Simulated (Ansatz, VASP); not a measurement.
## Two plane-wave programs on AlP

Contents of INCAR:

```
PREC = Accurate
ENCUT = 500
EDIFF = 1E-6
ISMEAR = 0
SIGMA = 0.01
LREAL = False
LASPH = True
NELM = 120
ALGO = Normal
ISIF = 2
LWAVE = False
LCHARG = True
GGA = PE
LELF = True
LVHAR = True
NBANDS = 11
GGA_COMPAT = False
```

File KPOINTS:

```
Automatic mesh
0
Gamma
  2 2 2
```

Contents of POSCAR:

```
AlP
1.0
    0.0000000000      2.7392607946      2.7392607946
    2.7392607946      0.0000000000      2.7392607946
    2.7392607946      2.7392607946      0.0000000000
Al P
1 1
Direct
    0.0000000000      0.0000000000      0.0000000000
    0.2500000000      0.2500000000      0.2500000000
```

Input for Ansatz:

```yaml
crystal:
  lattice:
    - [0.0, 2.7392607946, 2.7392607946]
    - [2.7392607946, 0.0, 2.7392607946]
    - [2.7392607946, 2.7392607946, 0.0]
  atoms:
    - { symbol: Al, position: [0.0, 0.0, 0.0] }
    - { symbol: P, position: [0.25, 0.25, 0.25] }
kpoints:
  mp_grid: { grid: [2, 2, 2] }
hamiltonian:
  xc: pbe
scf:
  occupations: { method: fixed }
  n_extra_bands: 4
output:
  forces: true
  stress: true
  eigenvalues: true
```

Alike in both runs: task single point; functional PBE; k mesh 2 × 2 × 2; no spin polarisation.

```csv
,VASP,Ansatz
version,VASP 6.6.1,Ansatz 0.2.0
potentials or method,"VASP PAW PBE potentials, release 64 (Al, P)",plane waves
plane-wave cutoff (eV),500,420
occupations,"gaussian, width 0.01 eV",fixed
valence electrons in the cell,8,8
```

|  | VASP | Ansatz | Ansatz less VASP |
| --- | --- | --- | --- |
| gap on the k mesh at the Fermi level (eV) | 1.40 | 1.40 | +0.004 |
| pressure (GPa) | 7.2 | 7.2 | +0.08 |

The k mesh is coarse, so the values compare programs but aren't converged.
